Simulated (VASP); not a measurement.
# ZnO in VASP: notebook, part 2 of 2

VASP 6.6.1. Earlier steps stand in the parts before.

## 5. Single point, PBE (uniaxial x strain +2.6%)

File INCAR:

```
SYSTEM = ZnO
PREC = Accurate
ENCUT = 520
EDIFF = 1E-6
ISMEAR = -1
SIGMA = 0.02
LREAL = .FALSE.
LASPH = .TRUE.
NELM = 100
ALGO = Normal
ISIF = 2
LWAVE = .FALSE.
LCHARG = .TRUE.
GGA = PE
LELF = .TRUE.
LVHAR = .TRUE.
NBANDS = 16
```

File KPOINTS:

```
Automatic mesh
0
G
  10 10 10
  0 0 0
```

File POSCAR:

```
ZnO
1.0
    0.0000000000      2.1337703963      2.1337703963
    2.1890350496      0.0000000000      2.1337703963
    2.1890350496      2.1337703963      0.0000000000
Zn O
1 1
Direct
    0.0000000000      0.0000000000      0.0000000000
    0.5000000000      0.5000000000      0.5000000000
```

Potentials or basis: VASP PAW PBE potentials, release 64 (Zn, O).

On the command line:

```sh
$ cat potpaw_PBE.64/Zn/POTCAR potpaw_PBE.64/O/POTCAR > POTCAR
$ mpirun -np 1 vasp_std > vasp.out
```

OUTCAR:

```text
SYSTEM = ZnO
   PREC = Accurate
   ENCUT = 520
   EDIFF = 1E-6
   ISMEAR = -1
   LREAL = .FALSE.
   LASPH = .TRUE.
   NELM = 100
   ISIF = 2
   GGA = PE

 ion  position               nearest neighbor table
   1  0.000  0.000  0.000-   2 2.13   2 2.13   2 2.13   2 2.13   2 2.19   2 2.19
   2  0.500  0.500  0.500-   1 2.13   1 2.13   1 2.13   1 2.13   1 2.19   1 2.19

  LATTYP: Found a body centered tetragonal cell.
 ALAT       =     3.0176070334
 C/A-ratio  =     1.4508416937

  Lattice vectors:

 A1 = (   2.1890350496,   0.0000000000,   2.1337703963)
 A2 = (   2.1890350496,   0.0000000000,  -2.1337703963)
 A3 = (  -2.1890350496,   2.1337703963,   0.0000000000)

Analysis of symmetry for initial positions (statically):
=====================================================================
 Subroutine PRICEL returns:
 Original cell was already a primitive cell.

 Routine SETGRP: Setting up the symmetry group for a
 body centered tetragonal supercell.

 Subroutine GETGRP returns: Found 16 space group operations
 (whereof 16 operations were pure point group operations)
 out of a pool of 16 trial point group operations.
[... 162 lines left out ...]

 E-fermi :   3.0284     XC(G=0): -12.1978

 val. band max:        2.6352543922   @ k =   0.5000  -0.0000  -0.0000
 cond. band min:       3.3679048946   @ k =   0.0000   0.0000   0.0000
 fundamental gap:      0.7326505024
 Fermi energy:         3.0284244605

 k-point     1 :       0.0000    0.0000    0.0000
  band No.  band energies     occupation
      1     -15.8838      2.00000
      2      -2.2933      2.00000
      3      -2.2575      2.00000
      4      -2.2575      2.00000
      5      -2.0894      2.00000
      6      -2.0367      2.00000
[... 433 lines left out ...]
      3      -2.6541      2.00000
      4      -2.2384      2.00000
      5      -2.0368      2.00000
      6      -1.8372      2.00000
[... 8 lines left out ...]
     15      29.5064      0.00000
     16      30.2977      0.00000

 [... further k-points ...]

------------------------ aborting loop because EDIFF is reached ----------------------------------------

  FORCE on cell =-STRESS in cart. coord.  units (eV):
  Direction    XX          YY          ZZ          XY          YZ          ZX
  --------------------------------------------------------------------------------------
  -------------------------------------------------------------------------------------
  Total        0.3199344      0.6458204      0.6458204     -0.0000000      0.0000000     -0.0000000
  in kB       25.7154114     51.9091900     51.9091900     -0.0000000      0.0000000     -0.0000000
  external PRESSURE =      43.1779305 kB  Pullay stress =       0.0000000 kB

 VOLUME and BASIS-vectors are now :
 -----------------------------------------------------------------------------
  energy-cutoff  :      520.00
  volume of cell :       19.93
      direct lattice vectors                 reciprocal lattice vectors
     0.000000000  2.133770396  2.133770396    -0.228411144  0.234326993  0.234326993
     2.189035050  0.000000000  2.133770396     0.228411144 -0.234326993  0.234326993
     2.189035050  2.133770396  0.000000000     0.228411144  0.234326993 -0.234326993

 POSITION                                       TOTAL-FORCE (eV/Angst)
 -----------------------------------------------------------------------------------
      0.00000      0.00000      0.00000         0.000000     -0.000000      0.000000
      2.18904      2.13377      2.13377         0.000000      0.000000     -0.000000
 -----------------------------------------------------------------------------------
    total drift:                                0.000000     -0.000000     -0.000000

  FREE ENERGIE OF THE ION-ELECTRON SYSTEM (eV)
  ---------------------------------------------------
  free  energy   TOTEN  =        -8.6230389581 eV

  energy  without entropy=       -8.6230389581  energy(sigma->0) =       -8.62303896
```

OSZICAR:

```text
N       E                     dE             d eps       ncg     rms          rms(c)
DAV:   1     0.890804142843E+02    0.89080E+02   -0.97074E+03  3432   0.171E+03
DAV:   2    -0.582667614955E+01   -0.94907E+02   -0.86458E+02  3600   0.294E+02
DAV:   3    -0.100987333154E+02   -0.42721E+01   -0.42567E+01  3832   0.627E+01
DAV:   4    -0.101172264372E+02   -0.18493E-01   -0.18492E-01  3952   0.411E+00
DAV:   5    -0.101172843020E+02   -0.57865E-04   -0.57865E-04  3936   0.216E-01    0.923E+00
DAV:   6    -0.864361806779E+01    0.14737E+01   -0.27821E+00  4960   0.507E+01    0.622E+00
DAV:   7    -0.863900290030E+01    0.46152E-02   -0.50911E-01  3800   0.114E+01    0.343E+00
DAV:   8    -0.862551796685E+01    0.13485E-01   -0.64336E-02  3496   0.237E+00    0.553E-01
DAV:   9    -0.862290550036E+01    0.26125E-02   -0.57112E-03  4936   0.137E+00    0.810E-02
DAV:  10    -0.862301039809E+01   -0.10490E-03   -0.97099E-04  3440   0.278E-01    0.418E-02
DAV:  11    -0.862303906314E+01   -0.28665E-04   -0.30977E-05  3824   0.768E-02    0.625E-03
DAV:  12    -0.862303895811E+01    0.10503E-06   -0.15506E-06  2992   0.179E-02
   1 F= -.86230390E+01 E0= -.86230390E+01  d E =-.447913E-10
```

Wall time 18 s (1 thread of AMD EPYC 9R45 (Zen 5), shared host); peak memory 0.13 GiB.

What came out:

| Item | Value |
| --- | --- |
| Free energy | -8.6230 eV |
| Pressure | 4.3 GPa |
| Band gap on the k mesh | 0.73 eV, indirect (least direct gap 2.03 eV) |

Caveat: the cell differs from its parent crystal (uniaxial x strain +2.6%).

## 6. Single point, r2SCAN (uniaxial z strain +2.1%)

File POSCAR:

```
ZnO
1.0
    0.0000000000      2.1337703963      2.1792197058
    2.1337703963      0.0000000000      2.1792197058
    2.1337703963      2.1337703963      0.0000000000
Zn O
1 1
Direct
    0.0000000000      0.0000000000      0.0000000000
    0.5000000000      0.5000000000      0.5000000000
```

File INCAR.step1:

```
SYSTEM = ZnO
PREC = Accurate
ENCUT = 520
ISMEAR = 0
SIGMA = 0.01
LREAL = .False.
LASPH = .True.
NELM = 80
NBANDS = 16
GGA = PE
ALGO = Normal
EDIFF = 1E-4
LWAVE = .True.
LCHARG = .False.
```

File INCAR.step2:

```
SYSTEM = ZnO
PREC = Accurate
ENCUT = 520
EDIFF = 1E-7
ISMEAR = 0
SIGMA = 0.01
LREAL = .False.
LASPH = .True.
NELM = 80
ALGO = Normal
ISIF = 2
LWAVE = .False.
LCHARG = .False.
METAGGA = R2SCAN
LMIXTAU = .True.
NBANDS = 16
ISTART = 1
```

File KPOINTS:

```
Automatic mesh
0
Gamma
  10 10 10
  0 0 0
```

Potentials or basis: VASP PAW PBE potentials, release 64 (Zn, O).

On the command line:

```sh
$ cat potpaw_PBE.64/Zn/POTCAR potpaw_PBE.64/O/POTCAR > POTCAR
$ cp INCAR.step1 INCAR
$ mpirun -np 1 vasp_std > vasp.out
$ cp INCAR.step2 INCAR
$ mpirun -np 1 vasp_std > vasp.out
```

Run time: 96 s. Hardware: 1 thread of AMD EPYC 9R45 (Zen 5), shared host; peak memory 0.13 GiB.

Results (log left out):

| Item | Value |
| --- | --- |
| Free energy | -17.9459 eV |
| Pressure | -2.3 GPa |
| Band gap on the k mesh | 1.38 eV, indirect (least direct gap 2.74 eV) |

Stress tensor (GPa, compression positive):
```
-1.72  0.00  0.00
 0.00 -1.72  0.00
 0.00  0.00 -3.58
```

Levels at points of the mesh, in eV from the valence-band top:
```csv
k point,band 5,band 6,band 7,band 8,band 9,band 10,band 11,band 12,band 13,band 14
"(0.00, 0.00, 0.00)",-4.79,-4.75,-1.45,-1.45,-1.35,1.38,18.57,18.67,18.67,19.15
"(0.50, 0.00, 0.00)",-4.56,-4.54,-3.69,-0.13,0.00,6.08,9.80,13.39,13.83,20.07
"(0.50, 0.50, 0.00)",-4.45,-4.45,-4.20,-2.80,-2.80,4.88,11.29,12.03,16.55,16.55
"(0.50, 0.00, 0.50)",-4.46,-4.42,-4.15,-2.97,-2.77,4.86,11.60,11.76,16.05,16.50
```

Caveat: the cell differs from its parent crystal (uniaxial z strain +2.1%); the PAW data sets were made with another functional, which shifts forces and pressure a little.

## 7. Overview

```tsv
level	cell	smearing	gap on the mesh (eV)	pressure (GPa)
PBE	a = 3.097 Å, angles 60.0°, 2 atoms	fermi-dirac 0.02 eV	0.58	-4.4
r2SCAN	a = 3.097 Å, angles 60.0°, 2 atoms	gaussian 0.01 eV	1.18	-11.5
PBE	a = 3.050, b = 3.050, c = 3.018 Å, angles 60.3, 60.3, 59.3°, 2 atoms	fermi-dirac 0.02 eV	0.76	5.1
PBE	a = 3.018, b = 3.057, c = 3.057 Å, angles 59.2, 60.4, 60.4°, 2 atoms	fermi-dirac 0.02 eV	0.73	4.3
r2SCAN	a = 3.050, b = 3.050, c = 3.018 Å, angles 60.3, 60.3, 59.3°, 2 atoms	gaussian 0.01 eV	1.38	-2.3
```

Alike in all rows: task single point; potentials or basis VASP PAW PBE potentials, release 64 (Zn, O); no spin polarisation; k mesh 10 × 10 × 10; cutoff (eV) 520.

Caveats: the PAW data sets were made with another functional, which shifts forces and pressure a little (some runs).

Total energies depend on the potentials used, so only differences within one code and one set of settings carry meaning.
